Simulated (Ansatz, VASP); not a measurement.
# In in VASP and in Ansatz

Contents of INCAR:

```
AGGAC = 1.0
AGGAX = 1.0
ALDAC = 0.0
ALDAX = 1.0
ALGO = Fast
EDIFF = 1E-6
ENCUT = 520
GGA = B5
ISIF = 2
ISMEAR = -1
LASPH = T
LCHARG = F
LREAL = F
LWAVE = F
NBANDS = 12
NELM = 60
PREC = Accurate
SIGMA = 0.05
```

KPOINTS

```
k-points
0
Gamma
  11 11 11
```

File POSCAR:

```
In
1.0
   -1.6254700000      1.6254700000      2.4737000000
    1.6254700000     -1.6254700000      2.4737000000
    1.6254700000      1.6254700000     -2.4737000000
In
1
Direct
    0.0000000000      0.0000000000      0.0000000000
```

Contents of input.yaml:

```yaml
crystal:
  lattice:
    - [-1.62547, 1.62547, 2.4737]
    - [1.62547, -1.62547, 2.4737]
    - [1.62547, 1.62547, -2.4737]
  atoms:
    - { symbol: In, position: [0.0, 0.0, 0.0] }
hamiltonian:
  xc: blyp
  pseudopotentials: { kind: paw }
kpoints:
  mp_grid: { grid: [11, 11, 11] }
  band_path:
    path:
      - [[0.0, 0.0, 0.0], [0.0, 0.0, 0.5], [-0.2158906645, 0.2158906645, 0.5], [-0.3579453323, 0.3579453323, 0.3579453323], [0.0, 0.0, 0.0], [0.5, 0.5, -0.5], [0.3579453323, 0.6420546677, -0.3579453323], [0.0, 0.5, 0.0], [0.25, 0.25, 0.25], [0.5, 0.5, -0.2158906645], [0.5, 0.5, -0.5]]
      - [[0.0, 0.0, 0.5], [0.25, 0.25, 0.25]]
    npoints: 14
scf:
  occupations: { method: fermi_dirac, width: 0.05 }
  n_extra_bands: 6
output:
  forces: true
  stress: true
  eigenvalues: true
  fatbands: false
  write_density: true
  write_potential: true
  elf: true
  volumetric_format: npy
```

Alike in both runs: functional BLYP; k mesh 11 × 11 × 11; occupations fermi-dirac, width 0.05 eV; no spin polarisation.

|  | VASP | Ansatz |
| --- | --- | --- |
| version | VASP 6.6.1 | Ansatz 0.2.0 |
| potentials or method | VASP PAW PBE potentials, release 64 (In_d) | Ansatz PAW |
| plane-wave cutoff (eV) | 520 | 420 |
| valence electrons in the cell | 13 | 13 |
| task | single point | band structure |

Ansatz gave:

- gap on the k mesh at the Fermi level (eV): none
- pressure (GPa): 6.2
- traceless stress, the component that is largest in VASP (GPa): 0.11

Estimate VASP's values.

gap on the k mesh at the Fermi level (eV): none; pressure (GPa): 6.3; traceless stress, the component that is largest in VASP (GPa): 0.07.

VASP's potentials were made for PBE, not for BLYP. A gap of «none» marks a metal or a gap that the smearing closes.
